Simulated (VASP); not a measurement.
Ti: single point with LDA

The system is Ti.

```
Ti
1.0
     2.77868    0.00000    0.00000
    -1.38934    2.40640    0.00000
     0.00000    0.00000    8.90460
Ti
4
Direct
  0.00000 0.00000 0.00000
  0.00000 0.00000 0.50000
  0.33333 0.66667 0.25000
  0.66667 0.33333 0.75000
```

- Program: VASP 6.6.1
- Task: single point
- Functional: LDA
- Potentials or basis: VASP PAW LDA potentials, release 64 (Ti_sv)
- Cutoff: 520 eV
- k mesh: 14 × 14 × 4
- Occupations: fermi-dirac, width 0.1 eV
- Spin: no spin polarisation
- Dipole correction: no
- Further INCAR settings: ALGO = Normal; EDIFF = 1e-06; NBANDS = 32

The pressure is 11.5 GPa and the band gap on the k mesh is zero (bands 24 and 25 overlap by 1.23 eV).

Stress tensor (GPa, compression positive):
```
11.34  0.00  0.00
 0.00 11.34  0.00
 0.00  0.00 11.88
```

Levels at points of the mesh, in eV from the Fermi level:
| k point | band 20 | band 21 | band 22 | band 23 | band 24 | band 25 | band 26 | band 27 | band 28 | band 29 |
| --- | --- | --- | --- | --- | --- | --- | --- | --- | --- | --- |
| (0.00, 0.00, 0.00) | -2.99 | 0.09 | 0.12 | 0.67 | 0.67 | 0.77 | 0.77 | 1.01 | 1.16 | 1.16 |
| (0.50, 0.00, 0.00) | -2.12 | -1.48 | -1.43 | -1.23 | 0.01 | 0.10 | 0.60 | 1.30 | 2.03 | 2.14 |
| (0.00, 0.00, 0.50) | -3.18 | 0.52 | 0.52 | 0.66 | 0.66 | 0.84 | 0.84 | 0.84 | 0.84 | 1.05 |
| (0.50, 0.00, 0.50) | -2.64 | -1.89 | -1.89 | -0.09 | -0.09 | 0.94 | 0.94 | 1.01 | 1.01 | 1.85 |

Wall time 4.6 min on 1 thread of Intel Xeon 8259CL, with other jobs on the host, peak memory 0.23 GiB.

Caveat: the cell stands under pressure.
